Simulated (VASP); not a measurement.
Here is a VASP 6.6.1 calculation.

Contents of INCAR:

```
PREC = Accurate
ENCUT = 520
EDIFF = 1E-7
ISMEAR = 0
SIGMA = 0.15
LREAL = False
LASPH = True
NELM = 60
ALGO = Fast
ISIF = 2
LWAVE = False
LCHARG = False
GGA = PE
NBANDS = 21
```

Contents of KPOINTS:

```
Automatic mesh
0
Gamma
  24 24 12
```

Contents of POSCAR:

```
Ru
1.0
    2.7057993342      0.0000000000      0.0000000000
   -1.3528996671      2.3432909610      0.0000000000
    0.0000000000      0.0000000000      4.2819000000
Ru
2
Direct
    0.3333333333      0.6666666667      0.2149688223
    0.6666666667      0.3333333333      0.7500000000
```

Potentials or basis: VASP PAW PBE potentials, release 64 (Ru_pv).

Run with:

```sh
$ cat potpaw_PBE.64/Ru_pv/POTCAR > POTCAR
$ mpirun -np 1 vasp_std > vasp.out
```

(1) Estimate the pressure.

(2) What does it give for the band gap on the k mesh?

(3) Predict the largest force.

Answers

(1) 8.7 GPa.

(2) zero (bands 14 and 15 overlap by 2.85 eV).

(3) 2.009 eV/Å.

Caveat: the cell differs from its parent crystal (atom 1 (Ru) moved by (+0.000, -0.150) A along y and z); the cell stands under pressure; forces of over 1 eV/Å act on the atoms, so gaps and moduli don't describe the material at rest.
